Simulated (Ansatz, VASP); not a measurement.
InSb3: VASP beside Ansatz

```
CELL_PARAMETERS angstrom
0.00000 3.81635 3.81635
3.81635 0.00000 3.81635
3.81635 3.81635 0.00000
ATOMIC_POSITIONS crystal
In 0.00000 0.00000 0.00000
Sb 0.25000 0.25000 0.25000
Sb 0.75000 0.75000 0.75000
Sb 0.50000 0.50000 0.50000
```

Alike in both runs: functional revPBE; k mesh 10 × 10 × 10; occupations gaussian, width 0.1 eV; no spin polarisation.

Ansatz relaxed the structure, and its values are those at the end. VASP's run is a single point on that final structure, the one shown.

|  | VASP | Ansatz |
| --- | --- | --- |
| version | VASP 6.6.1 | Ansatz 0.2.0 |
| potentials or method | VASP PAW PBE potentials, release 64 (In_d, Sb), cutoff 520 eV | scalar-relativistic, plane waves, PAW |
| valence electrons in the cell | 28 | 58 |

VASP gave:

```
gap on the k mesh at the Fermi level (eV) : none
pressure (GPa)                            : -0.1
```

**Question.** What did Ansatz give for the same quantities?

**Answer.** gap on the k mesh at the Fermi level (eV): none; pressure (GPa): 0.0.

VASP's potentials were made for PBE, not for revPBE. A gap of «none» marks a metal or a gap that the smearing closes. VASP's potentials hold 28 valence electrons a cell and Ansatz's 58, so a difference there can come from the potentials and not from the codes.

Spin-orbit coupling is off throughout.
